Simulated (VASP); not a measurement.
Wanted: the native input for a VASP 6.6.1 run.

| Item | Value |
| --- | --- |
| Task | single point |
| Functional | PBE |
| Potentials or basis | VASP PAW PBE potentials, release 64 (Si, O) |
| Cutoff | 520 eV |
| k mesh | 6 × 6 × 8 |
| Occupations | gaussian, width 0.01 eV |
| Spin | no spin polarisation |
| Dipole correction | no |
| Further INCAR settings | ALGO = Normal; EDIFF = 1e-06; NBANDS = 25 |

The structure of SiO2 (Stishovite) lies in POSCAR:

```
SiO2
1.0
    4.3121437263      0.0000000000      0.0000000000
    0.0000000000      4.3121437263      0.0000000000
    0.0000000000      0.0000000000      2.7512329637
Si O
2 4
Direct
    0.0000000000      0.0000000000      0.0000000000
    0.5000000000      0.5000000000      0.5000000000
    0.3059000000      0.3059000000      0.0000000000
    0.1941000000      0.8059000000      0.5000000000
    0.6941000000      0.6941000000      0.0000000000
    0.8059000000      0.1941000000      0.5000000000
```

One way to write it, as run:

INCAR

```
SYSTEM = SiO2
ALGO     = Normal         ! electronic algorithm
EDIFF    = 1E-6           ! SCF threshold, eV
ENCUT    = 520            ! plane-wave cutoff, eV
GGA      = PE             ! functional
ISIF     = 2              ! what is computed and relaxed
ISMEAR   = 0              ! smearing method
LASPH    = .True.         ! aspherical terms in the spheres
LCHARG   = .False.        ! write CHGCAR
LREAL    = .False.        ! projectors in reciprocal space
LWAVE    = .False.        ! write WAVECAR
NBANDS   = 25             ! bands
NELM     = 60             ! most SCF steps
PREC     = Accurate       ! precision mode
SIGMA    = 0.01           ! smearing width, eV
```

KPOINTS

```
k-points
0
Gamma
  6 6 8
  0 0 0
```

Potentials or basis: VASP PAW PBE potentials, release 64 (Si, O).

The run is started by

```bash
$ cat potpaw_PBE.64/Si/POTCAR potpaw_PBE.64/O/POTCAR > POTCAR
$ mpirun -np 1 vasp_std > vasp.out
```

It gave:

- Pressure: -15.9 GPa
- Largest force: 0.484 eV/Å
- Band gap on the k mesh: 3.99 eV, direct

Wall time 16 s on 1 thread of Intel(R) Xeon(R) 6975P-C (Granite Rapids), on a shared host, peak memory 0.17 GiB.
